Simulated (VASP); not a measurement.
B:

```xyz
8
Lattice="3.8398 0.0000 0.0000 0.0000 3.8398 0.0000 0.0000 0.0000 3.8398" Properties=species:S:1:pos:R:3 pbc="T T T"
B     1.9199    1.9199    1.9199
B     0.0000    0.0000    0.0000
B     0.9599    0.0000    1.9199
B     1.9199    0.9599    0.0000
B     1.9199    2.8798    0.0000
B     2.8798    0.0000    1.9199
B     0.0000    1.9199    2.8798
B     0.0000    1.9199    0.9599
```

```yaml
Program: VASP 6.6.1
Task: relaxation of cell and atoms
Functional: PBEsol
Potentials_or_basis: VASP PAW PBE potentials, release 64 (B)
Cutoff: 500 eV
k_mesh: 4 × 4 × 4
Occupations: gaussian, width 0.1 eV
Spin: no spin polarisation
```

At the start: pressure -25.9 GPa; volume 7.08 Å³/atom.

**Question.** How do energy, volume and symmetry change on relaxing?

**Answer.** Over 3 steps the energy falls by 89.7 meV/atom and the volume is 6.10 Å³/atom (-13.7 %); space group Pm-3n (No. 223, to 0.1 Å) before and after.

Step by step:
| step | energy change (eV) | largest force (eV/Å) | pressure (GPa) | volume (Å³) |
| --- | --- | --- | --- | --- |
| 1 | 0.0000 | 0.0000 | -25.88 | 56.61 |
| 2 | -0.6982 | 0.0000 | 5.87 | 47.75 |
| 3 | -0.7179 | 0.0000 | 0.09 | 48.84 |

Final structure:
```
CELL_PARAMETERS angstrom
3.65522 0.00000 0.00000
0.00000 3.65522 0.00000
0.00000 0.00000 3.65522
ATOMIC_POSITIONS crystal
B 0.50000 0.50000 0.50000
B 0.00000 0.00000 0.00000
B 0.25000 0.00000 0.50000
B 0.50000 0.25000 0.00000
B 0.50000 0.75000 0.00000
B 0.75000 0.00000 0.50000
B 0.00000 0.50000 0.75000
B 0.00000 0.50000 0.25000
```

Caveat: the k points lie up to 0.43 Å⁻¹ apart in the final cell, too coarse for converged energies and pressures of a metal; the PAW data sets were made with another functional, which shifts forces and pressure a little.
